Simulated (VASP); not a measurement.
# AgB (P-6m2) in VASP: relaxation of cell and atoms with PBE

Aim: the relaxation of cell and atoms of AgB with PBE.

Everything below comes from runs of VASP 6.6.1. Logs are shortened: lines on timing, memory, paths and dates and some standing lists are left out, and cuts for length are marked.

### Step 1. The cell of the first run

It takes space group P-6m2 (No. 187, hexagonal). Conventional cell: a = 2.644 Å, b = 2.644 Å, c = 4.080 Å, α = 90.00°, β = 90.00°, γ = 120.00°. Within 3.4 Å of Ag (site symmetry -6m2) lie 6 B at 2.55 Å and 6 Ag at 2.64 Å. Within 3.4 Å of B (site symmetry -6m2) lie 6 Ag at 2.55 Å and 6 B at 2.64 Å.

The cell was generated, and may not be a known phase.

### Step 2. Relaxation of cell and atoms, PBE

File INCAR:

```
PREC = Accurate
ENCUT = 630
EDIFF = 1E-7
ISMEAR = 0
SIGMA = 0.1
LREAL = F
LASPH = T
NELM = 120
ALGO = Normal
ISIF = 3
LWAVE = F
LCHARG = F
GGA = PE
IBRION = 2
NSW = 90
EDIFFG = -0.04
GGA_COMPAT = F
NELMIN = 4
```

File KPOINTS:

```
Automatic mesh
0
Gamma
  6 6 4
```

File POSCAR:

```
AgB
1.0
    2.6444087700      0.0000000000      0.0000000000
   -1.3222043800      2.2901251700      0.0000000000
    0.0000000000      0.0000000000      4.0795123300
Ag B
1 1
Direct
    0.3333333300      0.6666666700      0.5000000000
    0.0000000000      0.0000000000      0.0000000000
```

Potentials or basis: VASP PAW PBE potentials, release 64 (Ag_sv_GW, B).

On the command line:

```sh
$ cat potpaw_PBE.64/Ag_sv_GW/POTCAR potpaw_PBE.64/B/POTCAR > POTCAR
$ mpirun -np 1 vasp_std > vasp.out
```

OUTCAR:

```text
PREC = Accurate
   ENCUT = 630
   EDIFF = 1E-7
   ISMEAR = 0
   LREAL = F
   LASPH = T
   NELM = 120
   ISIF = 3
   GGA = PE
   IBRION = 2
   NSW = 90
   EDIFFG = -0.04
   NELMIN = 4

 ion  position               nearest neighbor table
   1  0.333  0.667  0.500-
   2  0.000  0.000  0.000-

  LATTYP: Found a hexagonal cell.
 ALAT       =     2.6444087700
 C/A-ratio  =     1.5426935413

  Lattice vectors:

 A1 = (   2.6444087700,   0.0000000000,   0.0000000000)
 A2 = (  -1.3222043800,   2.2901251700,   0.0000000000)
 A3 = (   0.0000000000,   0.0000000000,   4.0795123300)

Analysis of symmetry for initial positions (statically):
=====================================================================
 Subroutine PRICEL returns:
 Original cell was already a primitive cell.

 Routine SETGRP: Setting up the symmetry group for a
 hexagonal supercell.

 Subroutine GETGRP returns: Found 12 space group operations
 (whereof 12 operations were pure point group operations)
 out of a pool of 24 trial point group operations.

The static configuration has the point symmetry D_3h.

Analysis of symmetry for dynamics (positions and initial velocities):
=====================================================================
 Subroutine PRICEL returns:
 Original cell was already a primitive cell.

 Routine SETGRP: Setting up the symmetry group for a
 hexagonal supercell.

 Subroutine GETGRP returns: Found 12 space group operations
 (whereof 12 operations were pure point group operations)
 out of a pool of 24 trial point group operations.

The dynamic configuration has the point symmetry D_3h.

 Subroutine INISYM returns: Found 12 space group operations
 (whereof 12 operations are pure point group operations),
 and found     1 'primitive' translations

----------------------------------------------------------------------------------------

                                     Primitive cell

  volume of cell :      24.7056

  direct lattice vectors                    reciprocal lattice vectors
     2.644408770  0.000000000  0.000000000     0.378156362  0.218328677  0.000000000
    -1.322204380  2.290125170  0.000000000     0.000000000  0.436657355  0.000000000
     0.000000000  0.000000000  4.079512330     0.000000000  0.000000000  0.245127339
[... 71 lines left out ...]
   PREC   = accura    normal or accurate (medium, high low for compatibility)
   ISTART =      0    job   : 0-new  1-cont  2-samecut
   ICHARG =      2    charge: 1-file 2-atom 10-const
   ISPIN  =      1    spin polarized calculation?
   LNONCOLLINEAR =      F non collinear calculations
   LSORBIT =      F    spin-orbit coupling
   LASPH  =      T    aspherical Exc in radial PAW
   ENCUT  =  630.0 eV  46.30 Ry    6.80 a.u.   5.41  5.41  8.35*2*pi/ulx,y,z
   NELM   =    120;   NELMIN=  4; NELMDL= -5     # of ELM steps
   EDIFF  = 0.1E-06   stopping-criterion for ELM
   LREAL  =      F    real-space projection
   EDIFFG = -.4E-01   stopping-criterion for IOM
   NSW    =     90    number of steps for IOM
   IBRION =      2    ionic relax: 0-MD 1-quasi-New 2-CG
   NFREE  =      1    steps in history (QN), initial steepest desc. (CG)
   ISIF   =      3    stress and relaxation
   ISYM   =      2    0-nonsym 1-usesym 2-fastsym
   POTIM  = 0.5000    time-step for ionic-motion
   TEBEG  =    0.0;   TEEND  =   0.0 temperature during run
   PSTRESS=    0.0 pullay stress
   NELECT =      22.0000    total number of electrons
   NUPDOWN=      -1.0000    fix difference up-down
   EMIN   =  10.00;   EMAX   =-10.00  energy-range for DOS
   EFERMI =   0.00;   METHOD = LEGACY
   ISMEAR =     0;   SIGMA  =   0.10  broadening in eV -4-tet -1-fermi 0-gaus
   EFERMI_NEDOS =   21; number of points for ismear=-14 and -15
   IALGO  =     38    algorithm
   IMIX   =      4    mixing-type and parameters
     AMIX     =   0.40;   BMIX     =  1.00
     AMIX_MAG =   1.60;   BMIX_MAG =  1.00
  volume/ion in A,a.u.               =      12.35        83.36
  Fermi-wavevector in a.u.,A,eV,Ry     =   1.575011  2.976340 33.751441  2.480661
  Thomas-Fermi vector in A             =   2.676059
   LORBIT       =      0    0 simple, 1 ext, 2 COOP (PROOUT), +10 PAW based schemes
   GGA     = PE    functional components
   LHFCALC =     F    Hartree Fock is set to
   AEXX    =    0.0000 exact exchange contribution
   IVDW    =     0    specifies the selected vdW correction
   LEPSILON=     F    determine dielectric tensor
   LRPA    =     F    only Hartree local field effects (RPA)
 conjugate gradient relaxation of ions
 non-spin polarized calculation
 Gauss-broadening in eV      SIGMA  =   0.10
  energy-cutoff  :      630.00
  volume of cell :       24.71
 maximum number of plane-waves:       917
 NGX is ok and might be reduce to    24
   NGX = 11   NGY = 11   NGZ = 17

--------------------------------------- Ionic step        1  -------------------------------------------

 number of electron      22.0000005 magnetization

 Free energy of the ion-electron system (eV)
  ---------------------------------------------------
  ext. energy  EPLUGINS =         0.00000000
  ---------------------------------------------------
  free energy    TOTEN  =        -4.47137268 eV

  energy without entropy =       -4.46762760  energy(sigma->0) =       -4.46950014

------------------------ aborting loop because EDIFF is reached ----------------------------------------

  FORCE on cell =-STRESS in cart. coord.  units (eV):
  Direction    XX          YY          ZZ          XY          YZ          ZX
  --------------------------------------------------------------------------------------
  -------------------------------------------------------------------------------------
  Total        2.5728828      2.5728828     -2.7216213      0.0000000      0.0000000      0.0000000
  in kB      166.8531931    166.8531927   -176.4989908      0.0000004      0.0000000      0.0000000
  external PRESSURE =      52.4024650 kB  Pullay stress =       0.0000000 kB
[... 203 lines left out ...]
--------------------------------------- Ionic step        7  -------------------------------------------

 number of electron      22.0000005 magnetization

 Free energy of the ion-electron system (eV)
  ---------------------------------------------------
  ext. energy  EPLUGINS =         0.00000000
  ---------------------------------------------------
  free energy    TOTEN  =        -4.85279479 eV

  energy without entropy =       -4.84950011  energy(sigma->0) =       -4.85114745

 E-fermi :   7.6194     XC(G=0): -12.3998

 val. band max:        7.5949834197   @ k =   0.3333   0.0000   0.0000
 cond. band min:       8.0394275045   @ k =   0.3333   0.1667   0.5000
 fundamental gap:      0.4444440849
 Fermi energy:         7.6193619352

 k-point     1 :       0.0000    0.0000    0.0000
  band No.  band energies     occupation
      1     -85.6228      2.00000
      2     -49.1092      2.00000
      3     -48.9745      2.00000
      4     -48.9745      2.00000
      5      -3.8923      2.00000
      6       0.6114      2.00000
      7       1.7315      2.00000
      8       1.7315      2.00000
      9       2.8464      2.00000
     10       2.8464      2.00000
     11       6.0695      2.00000
     12      12.6854      0.00000
     13      12.6854      0.00000
     14      13.0616      0.00000
[... 388 lines left out ...]
  FREE ENERGIE OF THE ION-ELECTRON SYSTEM (eV)
  ---------------------------------------------------
  free  energy   TOTEN  =        -4.8527947854 eV

  energy  without entropy=       -4.8495001052  energy(sigma->0) =       -4.85114745

 reached required accuracy - stopping structural energy minimisation
```

OSZICAR:

```text
N       E                     dE             d eps       ncg     rms          rms(c)
DAV:   1     0.342680072042E+03    0.34268E+03   -0.16787E+04   638   0.200E+03
DAV:   2     0.127957135982E+02   -0.32988E+03   -0.32187E+03   644   0.746E+02
DAV:   3    -0.820891698433E+01   -0.21005E+02   -0.20221E+02   997   0.172E+02
[... 77 lines left out ...]
DAV:   4    -0.485281062567E+01    0.86265E-03   -0.26406E-03   973   0.106E+00    0.311E-02
DAV:   5    -0.485279761786E+01    0.13008E-04   -0.19152E-04   826   0.207E-01    0.112E-02
DAV:   6    -0.485279543287E+01    0.21850E-05   -0.88933E-06   856   0.481E-02    0.465E-03
DAV:   7    -0.485279487898E+01    0.55390E-06   -0.87560E-07  1057   0.188E-02    0.667E-04
DAV:   8    -0.485279478544E+01    0.93537E-07   -0.22247E-08   406   0.345E-03
   7 F= -.48527948E+01 E0= -.48511474E+01  d E =-.134680E-02
```

Wall time 39 s (1 thread of Intel Xeon 6975P-C (Granite Rapids), shared host); peak memory 0.17 GiB.

Results:

- Free energy: -4.8528 eV
- Relaxed volume: 12.38 Å³/atom
- Relaxed cell: a = 2.858 Å, b = 2.858 Å, c = 3.500 Å, α = 90.00°, β = 90.00°, γ = 120.00°
- Space group after relaxing (to 0.1 Å): P-6m2 (No. 187)
- Energy gained by relaxing: 190.7 meV/atom
- Ionic steps: 7
- Pressure after relaxing: 0.1 GPa
- Band gap on the k mesh: zero (bands 11 and 12 overlap by 2.54 eV)

Stress tensor (GPa, compression positive):
```
 0.38  0.00  0.00
 0.00  0.38  0.00
 0.00  0.00 -0.37
```

The path:
| step | energy change (eV) | largest force (eV/Å) | pressure (GPa) | volume (Å³) |
| --- | --- | --- | --- | --- |
| 1 | 0.0000 | 0.0000 | 5.24 | 24.71 |
| 2 | -0.2910 | 0.0000 | -5.53 | 26.04 |
| 3 | -0.3148 | 0.0000 | -7.72 | 26.43 |
| 4 | -0.3768 | 0.0000 | 3.09 | 24.27 |
| 5 | -0.3800 | 0.0000 | 1.15 | 24.60 |
| 6 | -0.3801 | 0.0000 | 0.73 | 24.68 |
| 7 | -0.3814 | 0.0000 | 0.13 | 24.76 |

Final structure:
```
Ag B
1.0
     2.85782    0.00000    0.00000
    -1.42891    2.47494    0.00000
     0.00000    0.00000    3.50039
Ag B
1 1
Direct
  0.33333 0.66667 0.50000
  0.00000 0.00000 0.00000
```

Caveat: the k points lie up to 0.45 Å⁻¹ apart in the final cell, too coarse for converged energies and pressures of a metal.

The gap in the log of VASP goes by the Fermi energy; the results here count the filled bands.